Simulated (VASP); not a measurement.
# Al5As (P6/mmm) in VASP: notebook

Runs on Al5As. Level: PBE. Tasks: single point, relaxation of cell and atoms.

Everything below comes from runs of VASP 6.6.1. Logs are shortened: lines on timing, memory, paths and dates and some standing lists are left out, and cuts for length are marked.

### 1 The cell of the first run

The structure is hexagonal, space group P6/mmm (No. 191). The conventional cell has a = 4.514 Å, b = 4.514 Å, c = 6.131 Å, α = 90.00°, β = 90.00°, γ = 120.00°. Within 3.4 Å of Al (site symmetry 3m) lie 8 Al at 2.61 to 3.12 Å and 3 As at 3.01 Å. Within 4.0 Å of Al (site symmetry 6/mmm) lie 12 Al at 3.04 Å and 2 As at 3.07 Å. Within 4.0 Å of As (site symmetry 6/mmm) lie 14 Al at 3.01 to 3.07 Å.

The cell was built from a structure type or drawn by symmetry, and may not be a known phase.

### 2 Single point, PBE

File INCAR:

```
SYSTEM = Al5As
PREC = Accurate ; ENCUT = 520
EDIFF = 1E-7 ; ISMEAR = 0
SIGMA = 0.1 ; LREAL = .FALSE.
LASPH = .TRUE. ; NELM = 60
ALGO = Normal ; ISIF = 2
LWAVE = .FALSE. ; LCHARG = .FALSE.
GGA = PE ; NBANDS = 19
```

File KPOINTS:

```
Automatic mesh
0
G
  6 6 2
  0 0 0
```

File POSCAR:

```
Al5As
1.0
    4.5141663284      0.0000000000      0.0000000000
   -2.2570831642      3.9093827173      0.0000000000
    0.0000000000      0.0000000000      6.1312250819
Al As
5 1
Direct
    0.3333333333      0.6666666667      0.2458260268
    0.3333333333      0.6666666667      0.7541739732
    0.6666666667      0.3333333333      0.7541739732
    0.6666666667      0.3333333333      0.2458260268
    0.0000000000      0.0000000000      0.5000000000
    0.0000000000      0.0000000000      0.0000000000
```

Potentials or basis: VASP PAW PBE potentials, release 64 (Al, As).

On the command line:

```bash
$ cat potpaw_PBE.64/Al/POTCAR potpaw_PBE.64/As/POTCAR > POTCAR
$ mpirun -np 1 vasp_std > vasp.out
```

OUTCAR:

```text
SYSTEM = Al5As
   PREC = Accurate
   ENCUT = 520
   EDIFF = 1E-7
   ISMEAR = 0
   LREAL = .FALSE.
   LASPH = .TRUE.
   NELM = 60
   ISIF = 2
   GGA = PE

 ion  position               nearest neighbor table
   1  0.333  0.667  0.246-   4 2.61   4 2.61   4 2.61   6 3.01   6 3.01   6 3.01   2 3.01   5 3.04
                             5 3.04   5 3.04   2 3.12
   2  0.333  0.667  0.754-   3 2.61   3 2.61   3 2.61   6 3.01   6 3.01   6 3.01   1 3.01   5 3.04
                             5 3.04   5 3.04   1 3.12
   3  0.667  0.333  0.754-   2 2.61   2 2.61   2 2.61   6 3.01   6 3.01   6 3.01   4 3.01   5 3.04
                             5 3.04   5 3.04   4 3.12
   4  0.667  0.333  0.246-   1 2.61   1 2.61   1 2.61   6 3.01   6 3.01   6 3.01   3 3.01   5 3.04
                             5 3.04   5 3.04   3 3.12
   5  0.000  0.000  0.500-   1 3.04   2 3.04   3 3.04   4 3.04   1 3.04   2 3.04   3 3.04   4 3.04
                             3 3.04   4 3.04   1 3.04   2 3.04   6 3.07   6 3.07
   6  0.000  0.000  0.000-   1 3.01   2 3.01   3 3.01   4 3.01   1 3.01   2 3.01   3 3.01   4 3.01
                             3 3.01   4 3.01   1 3.01   2 3.01   5 3.07   5 3.07

  LATTYP: Found a hexagonal cell.
 ALAT       =     4.5141663284
 C/A-ratio  =     1.3582186911

  Lattice vectors:

 A1 = (   4.5141663284,   0.0000000000,   0.0000000000)
 A2 = (  -2.2570831642,   3.9093827173,   0.0000000000)
 A3 = (   0.0000000000,   0.0000000000,   6.1312250819)

Analysis of symmetry for initial positions (statically):
=====================================================================
 Subroutine PRICEL returns:
 Original cell was already a primitive cell.

 Routine SETGRP: Setting up the symmetry group for a
 hexagonal supercell.

 Subroutine GETGRP returns: Found 24 space group operations
 (whereof 24 operations were pure point group operations)
 out of a pool of 24 trial point group operations.

The static configuration has the point symmetry D_6h.

Analysis of symmetry for dynamics (positions and initial velocities):
=====================================================================
 Subroutine PRICEL returns:
 Original cell was already a primitive cell.

 Routine SETGRP: Setting up the symmetry group for a
 hexagonal supercell.

 Subroutine GETGRP returns: Found 24 space group operations
 (whereof 24 operations were pure point group operations)
 out of a pool of 24 trial point group operations.

The dynamic configuration has the point symmetry D_6h.

 Subroutine INISYM returns: Found 24 space group operations
 (whereof 24 operations are pure point group operations),
 and found     1 'primitive' translations

----------------------------------------------------------------------------------------

                                     Primitive cell

  volume of cell :     108.2014

  direct lattice vectors                    reciprocal lattice vectors
     4.514166328  0.000000000  0.000000000     0.221524846  0.127897429  0.000000000
    -2.257083164  3.909382717  0.000000000     0.000000000  0.255794859  0.000000000
     0.000000000  0.000000000  6.131225082     0.000000000  0.000000000  0.163099542

  length of vectors
     4.514166328  4.514166328  6.131225082     0.255794859  0.255794859  0.163099542

  position of ions in fractional coordinates (direct lattice)
     0.333333333  0.666666667  0.245826027
     0.333333333  0.666666667  0.754173973
     0.666666667  0.333333333  0.754173973
     0.666666667  0.333333333  0.245826027
     0.000000000  0.000000000  0.500000000
     0.000000000  0.000000000  0.000000000

  ion indices of the primitive-cell ions
   primitive index   ion index
                 1           1
                 2           2
                 3           3
                 4           4
                 5           5
                 6           6

----------------------------------------------------------------------------------------

 KPOINTS: Automatic mesh

Automatic generation of k-mesh.
 Grid dimensions read from file:
 generate k-points for:    6    6    2

 Generating k-lattice:

  Cartesian coordinates                     Fractional coordinates (reciprocal lattice)
     0.036920808  0.021316238  0.000000000     0.166666667 -0.000000000  0.000000000
     0.000000000  0.042632476  0.000000000     0.000000000  0.166666667  0.000000000
     0.000000000  0.000000000  0.081549771     0.000000000  0.000000000  0.500000000

  Length of vectors
     0.042632476  0.042632476  0.081549771

  Shift w.r.t. Gamma in fractional coordinates (k-lattice)
     0.000000000  0.000000000  0.000000000

 Subroutine IBZKPT returns following result:
 ===========================================

 Found     14 irreducible k-points:

 Following reciprocal coordinates:
            Coordinates               Weight
  0.000000  0.000000  0.000000      1.000000
  0.166667  0.000000  0.000000      6.000000
  0.333333 -0.000000  0.000000      6.000000
  0.500000 -0.000000  0.000000      3.000000
  0.166667  0.166667  0.000000      6.000000
  0.333333  0.166667  0.000000     12.000000
  0.333333  0.333333  0.000000      2.000000
  0.000000  0.000000  0.500000      1.000000
  0.166667  0.000000  0.500000      6.000000
  0.333333 -0.000000  0.500000      6.000000
  0.500000 -0.000000  0.500000      3.000000
  0.166667  0.166667  0.500000      6.000000
  0.333333  0.166667  0.500000     12.000000
  0.333333  0.333333  0.500000      2.000000
   k-points           NKPTS =     14   k-points in BZ     NKDIM =     14   number of bands    NBANDS=     19
   number of dos      NEDOS =    301   number of ions     NIONS =      6
   total plane-waves  NPLWV =  62208
   dimension x,y,z NGX =    36 NGY =   36 NGZ =   48
   dimension x,y,z NGXF=    72 NGYF=   72 NGZF=   96
   ions per type =               5   1
   NGX,Y,Z   is equivalent  to a cutoff of  13.26, 13.26, 13.02 a.u.
   NGXF,Y,Z  is equivalent  to a cutoff of  26.52, 26.52, 26.03 a.u.
 SYSTEM =  Al5As
   PREC   = accura    normal or accurate (medium, high low for compatibility)
   ISTART =      0    job   : 0-new  1-cont  2-samecut
   ICHARG =      2    charge: 1-file 2-atom 10-const
   ISPIN  =      1    spin polarized calculation?
   LNONCOLLINEAR =      F non collinear calculations
   LSORBIT =      F    spin-orbit coupling
   LASPH  =      T    aspherical Exc in radial PAW
   ENCUT  =  520.0 eV  38.22 Ry    6.18 a.u.   8.39  8.39 11.40*2*pi/ulx,y,z
   NELM   =     60;   NELMIN=  2; NELMDL= -5     # of ELM steps
   EDIFF  = 0.1E-06   stopping-criterion for ELM
   LREAL  =      F    real-space projection
   EDIFFG = 0.1E-05   stopping-criterion for IOM
   NSW    =      0    number of steps for IOM
   IBRION =     -1    ionic relax: 0-MD 1-quasi-New 2-CG
   NFREE  =      0    steps in history (QN), initial steepest desc. (CG)
   ISIF   =      2    stress and relaxation
   ISYM   =      2    0-nonsym 1-usesym 2-fastsym
   POTIM  = 0.5000    time-step for ionic-motion
   TEBEG  =    0.0;   TEEND  =   0.0 temperature during run
   PSTRESS=    0.0 pullay stress
   NELECT =      20.0000    total number of electrons
   NUPDOWN=      -1.0000    fix difference up-down
   EMIN   =  10.00;   EMAX   =-10.00  energy-range for DOS
   EFERMI =   0.00;   METHOD = LEGACY
   ISMEAR =     0;   SIGMA  =   0.10  broadening in eV -4-tet -1-fermi 0-gaus
   EFERMI_NEDOS =   21; number of points for ismear=-14 and -15
   IALGO  =     38    algorithm
   IMIX   =      4    mixing-type and parameters
     AMIX     =   0.40;   BMIX     =  1.00
     AMIX_MAG =   1.60;   BMIX_MAG =  1.00
  volume/ion in A,a.u.               =      18.03       121.70
  Fermi-wavevector in a.u.,A,eV,Ry     =   0.932554  1.762271 11.832393  0.869656
  Thomas-Fermi vector in A             =   2.059163
   LORBIT       =      0    0 simple, 1 ext, 2 COOP (PROOUT), +10 PAW based schemes
   GGA     = PE    functional components
   LHFCALC =     F    Hartree Fock is set to
   AEXX    =    0.0000 exact exchange contribution
   IVDW    =     0    specifies the selected vdW correction
   LEPSILON=     F    determine dielectric tensor
   LRPA    =     F    only Hartree local field effects (RPA)
 non-spin polarized calculation
 Gauss-broadening in eV      SIGMA  =   0.10
  energy-cutoff  :      520.00
  volume of cell :      108.20
 maximum number of plane-waves:      2936
 NGX is ok and might be reduce to    36
   NGX = 17   NGY = 17   NGZ = 23

 number of electron      20.0000001 magnetization

 Free energy of the ion-electron system (eV)
  ---------------------------------------------------
  ext. energy  EPLUGINS =         0.00000000
  ---------------------------------------------------
  free energy    TOTEN  =       -22.07285378 eV

  energy without entropy =      -22.06638779  energy(sigma->0) =      -22.06962078

 E-fermi :   6.9884     XC(G=0): -10.0527

 val. band max:        6.9661470471   @ k =   0.3333  -0.0000   0.0000
 cond. band min:       7.1109382095   @ k =   0.0000   0.0000   0.5000
 fundamental gap:      0.1447911624
 Fermi energy:         6.9884024186

 k-point     1 :       0.0000    0.0000    0.0000
  band No.  band energies     occupation
      1      -5.4218      2.00000
      2      -0.9171      2.00000
      3      -0.4079      2.00000
      4       3.8635      2.00000
      5       4.2306      2.00000
      6       4.2306      2.00000
[... 11 lines left out ...]
     18       9.6833      0.00000
     19      10.7268      0.00000

 k-point     2 :       0.1667    0.0000    0.0000
  band No.  band energies     occupation
      1      -5.2262      2.00000
      2      -0.8149      2.00000
      3      -0.1448      2.00000
      4       2.1070      2.00000
      5       3.5162      2.00000
      6       4.0547      2.00000
[... 256 lines left out ...]
 k-point    14 :       0.3333    0.3333    0.5000
  band No.  band energies     occupation
      1      -4.1281      2.00000
      2       0.0970      2.00000
      3       0.0970      2.00000
      4       0.3917      2.00000
      5       0.7554      2.00000
      6       0.7554      2.00000
[... 11 lines left out ...]
     18      10.1466      0.00000
     19      15.1458      0.00000

------------------------ aborting loop because EDIFF is reached ----------------------------------------

  FORCE on cell =-STRESS in cart. coord.  units (eV):
  Direction    XX          YY          ZZ          XY          YZ          ZX
  --------------------------------------------------------------------------------------
  -------------------------------------------------------------------------------------
  Total       -0.0453981     -0.0453981      0.1685829      0.0000000     -0.0000000     -0.0000000
  in kB       -0.6722253     -0.6722253      2.4962669      0.0000000     -0.0000000     -0.0000000
  external PRESSURE =       0.3839388 kB  Pullay stress =       0.0000000 kB

 VOLUME and BASIS-vectors are now :
 -----------------------------------------------------------------------------
  energy-cutoff  :      520.00
  volume of cell :      108.20
      direct lattice vectors                 reciprocal lattice vectors
     4.514166328  0.000000000  0.000000000     0.221524846  0.127897429  0.000000000
    -2.257083164  3.909382717  0.000000000     0.000000000  0.255794859  0.000000000
     0.000000000  0.000000000  6.131225082     0.000000000  0.000000000  0.163099542

 POSITION                                       TOTAL-FORCE (eV/Angst)
 -----------------------------------------------------------------------------------
     -0.00000      2.60626      1.50721        -0.000000      0.000000      0.009259
     -0.00000      2.60626      4.62401        -0.000000     -0.000000     -0.009259
      2.25708      1.30313      4.62401         0.000000     -0.000000     -0.009259
      2.25708      1.30313      1.50721         0.000000      0.000000      0.009259
      0.00000      0.00000      3.06561        -0.000000      0.000000     -0.000000
      0.00000      0.00000      0.00000         0.000000      0.000000     -0.000000
 -----------------------------------------------------------------------------------
    total drift:                               -0.000000     -0.000000      0.000000

  FREE ENERGIE OF THE ION-ELECTRON SYSTEM (eV)
  ---------------------------------------------------
  free  energy   TOTEN  =       -22.0728537822 eV

  energy  without entropy=      -22.0663877851  energy(sigma->0) =      -22.06962078
```

Run time: 20 s. Hardware: 1 thread of Intel Xeon Platinum 8488C (Sapphire Rapids), shared host; peak memory 0.23 GiB.

Results:

| Property | Result |
| --- | --- |
| Free energy | -22.0729 eV |
| Pressure | 0.0 GPa |
| Largest force | 0.009 eV/Å |
| Band gap on the k mesh | zero (bands 10 and 11 overlap by 1.60 eV) |

Forces on the atoms (eV/Å):
```
Al   0.000  0.000  0.009
Al   0.000  0.000 -0.009
Al   0.000  0.000 -0.009
Al   0.000  0.000  0.009
Al   0.000  0.000  0.000
As   0.000  0.000  0.000
```

Stress tensor (GPa, compression positive):
```
-0.07  0.00  0.00
 0.00 -0.07  0.00
 0.00  0.00  0.25
```

Caveat: the k points lie up to 0.51 Å⁻¹ apart, too coarse for converged energies and pressures of a metal.

### 3 Single point, PBE

This run uses another cell than the first one, of 20.66 Å³/atom.

File INCAR:

```
  ALGO = Normal
  EDIFF = 1E-6
  ENCUT = 520
  GGA = PE
  ISIF = 2
  ISMEAR = 0
  LASPH = T
  LCHARG = T
  LELF = T
  LREAL = F
  LVHAR = T
  LWAVE = F
  NBANDS = 19
  NELM = 100
  PREC = Accurate
  SIGMA = 0.1
```

File KPOINTS:

```
k-points
0
Gamma
  6 6 2
```

File POSCAR:

```
Al5As
1.0
    4.2555763600      0.0000000000      0.0000000000
   -2.1277881800      3.6854372300      0.0000000000
    0.0000000000      0.0000000000      7.9045706200
Al As
5 1
Direct
    0.3333333300      0.6666666700      0.1924413800
    0.3333333300      0.6666666700      0.8075586200
    0.6666666700      0.3333333300      0.8075586200
    0.6666666700      0.3333333300      0.1924413800
    0.0000000000      0.0000000000      0.5000000000
    0.0000000000      0.0000000000      0.0000000000
```

Potentials or basis: VASP PAW PBE potentials, release 64 (Al, As).

On the command line:

```bash
$ cat potpaw_PBE.64/Al/POTCAR potpaw_PBE.64/As/POTCAR > POTCAR
$ mpirun -np 1 vasp_std > vasp.out
```

It took 31 s on 1 thread of Intel Xeon Platinum 8488C (Sapphire Rapids), shared host; peak memory 0.23 GiB.

Results (log left out):

```yaml
Free_energy: -20.2057 eV
Pressure: 5.2 GPa
Largest_force: 0.809 eV/Å
Band_gap_on_the_k_mesh: zero (bands 10 and 11 overlap by 1.44 eV)
```

Forces on the atoms (eV/Å):
```
Al   0.000  0.000  0.809
Al   0.000  0.000 -0.809
Al   0.000  0.000 -0.809
Al   0.000  0.000  0.809
Al   0.000  0.000  0.000
As   0.000  0.000  0.000
```

Stress tensor (GPa, compression positive):
```
 9.18  0.00  0.00
 0.00  9.18  0.00
 0.00  0.00 -2.91
```

Levels at points of the mesh, in eV from the Fermi level:
| k point | band 8 | band 9 | band 10 | band 11 | band 12 | band 13 |
| --- | --- | --- | --- | --- | --- | --- |
| (0.00, 0.00, 0.00) | -0.77 | -0.77 | 0.31 | 0.84 | 0.84 | 1.27 |
| (0.50, 0.00, 0.00) | -3.06 | -0.81 | -0.40 | 0.90 | 1.30 | 1.50 |
| (0.00, 0.00, 0.50) | -0.72 | -0.72 | 0.69 | 0.69 | 1.01 | 1.32 |
| (0.50, 0.00, 0.50) | -2.03 | -1.16 | -1.13 | -0.75 | -0.48 | 2.05 |

Caveat: the k points lie up to 0.40 Å⁻¹ apart, too coarse for converged energies and pressures of a metal.

(Part 1 of 2 ends here.)
